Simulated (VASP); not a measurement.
**CdS: single point with PBEsol**

Crystal: CdS.

```xyz
4
Lattice="3.8984 0.0000 0.0000 0.0000 5.5115 0.0000 0.0000 0.0000 3.8981" Properties=species:S:1:pos:R:3 pbc="T T T"
Cd    1.9492    2.7557    0.9474
Cd    0.0000    0.0000    2.9507
S     1.9492    0.0000    0.9946
S     0.0000    2.7557    2.9035
```

| Property | Result |
| --- | --- |
| Program | VASP 6.6.1 |
| Task | single point |
| Functional | PBEsol |
| Potentials or basis | VASP PAW PBE potentials, release 64 (Cd, S) |
| Cutoff | 500 eV |
| k mesh | 8 × 6 × 8 |
| Occupations | gaussian, width 0.01 eV |
| Spin | no spin polarisation |
| Dipole correction | no |
| Further INCAR settings | ALGO = Normal; EDIFF = 1e-06; NBANDS = 26 |

```yaml
Pressure: -4.2 GPa
Largest_force: 0.029 eV/Å
Band_gap_on_the_k_mesh: 0.13 eV
```

Forces in eV/Å, atoms in the order of the input:
```
Cd   0.000  0.000  0.019
Cd   0.000  0.000 -0.019
S    0.000  0.000 -0.029
S    0.000  0.000  0.029
```

Levels at points of the mesh, in eV from the valence-band top:
```csv
k point,band 14,band 15,band 16,band 17,band 18,band 19,band 20,band 21,band 22,band 23
"(0.00, 0.00, 0.00)",-2.08,-2.08,-0.71,-0.70,-0.70,0.13,0.69,5.93,9.11,9.14
"(0.50, 0.00, 0.00)",-3.88,-2.26,-2.26,-0.14,-0.14,4.29,4.29,5.26,5.26,6.66
"(0.00, 0.50, 0.00)",-2.71,-1.36,-1.36,-1.36,-1.36,2.91,2.91,6.40,6.40,6.87
"(0.50, 0.50, 0.00)",-4.80,0.00,0.00,0.00,0.00,3.37,3.37,5.81,5.81,5.81
"(0.00, 0.00, 0.50)",-3.81,-2.27,-2.26,-0.15,-0.13,4.28,4.31,5.26,5.26,6.60
"(0.50, 0.00, 0.50)",-4.16,-2.08,-2.08,-2.08,-2.08,0.13,0.13,5.93,5.93,9.58
"(0.00, 0.50, 0.50)",-4.80,0.00,0.00,0.00,0.00,3.37,3.37,5.81,5.81,5.81
"(0.50, 0.50, 0.50)",-3.15,-3.14,-3.14,-2.84,-2.84,3.28,3.28,6.56,6.56,7.53
```

Run time: 82 s on 1 thread of Intel(R) Xeon(R) Platinum 8488C (Sapphire Rapids) (shared host), peak memory 0.3 GiB.

Caveat: the PAW data sets were made with another functional, which shifts forces and pressure a little. A k mesh can miss the band edges.
